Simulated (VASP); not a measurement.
A run of VASP 6.6.1:

INCAR

```
SYSTEM = Al3WO2
PREC = Accurate
ENCUT = 520
EDIFF = 1E-7
ISMEAR = 0
SIGMA = 0.1
LREAL = .FALSE.
LASPH = .TRUE.
NELM = 100
ALGO = Normal
ISIF = 2
LWAVE = .FALSE.
LCHARG = .TRUE.
GGA = PE
LELF = .TRUE.
LVHAR = .TRUE.
NBANDS = 26
```

The input KPOINTS:

```
regular mesh
0
G
  18 18 4
  0 0 0
```

File POSCAR:

```
Al3WO2
1.0
    2.8718157738      0.0000000000      0.0000000000
   -1.4359078869      2.4870654151      0.0000000000
    0.0000000000      0.0000000000     10.1810097801
Al W O
3 1 2
Direct
    0.3333333333      0.6666666667      0.7935157332
    0.6666666667      0.3333333333      0.2064842668
    0.0000000000      0.0000000000      0.5000000000
    0.0000000000      0.0000000000      0.0000000000
    0.3333333333      0.6666666667      0.4015426635
    0.6666666667      0.3333333333      0.5984573365
```

Potentials or basis: VASP PAW PBE potentials, release 64 (Al, W_sv, O).

The run is started by

```console
$ cat potpaw_PBE.64/Al/POTCAR potpaw_PBE.64/W_sv/POTCAR potpaw_PBE.64/O/POTCAR > POTCAR
$ mpirun -np 1 vasp_std > vasp.out
```

Hardware: 1 thread of Intel(R) Xeon(R) 6975P-C (Granite Rapids) (shared host).

Q: How long does it take, and how much memory?

A: It took 90 s on 1 thread of Intel(R) Xeon(R) 6975P-C (Granite Rapids), with other jobs on the host, peak memory 0.38 GiB. Counts: scf iterations 14, k points 138.
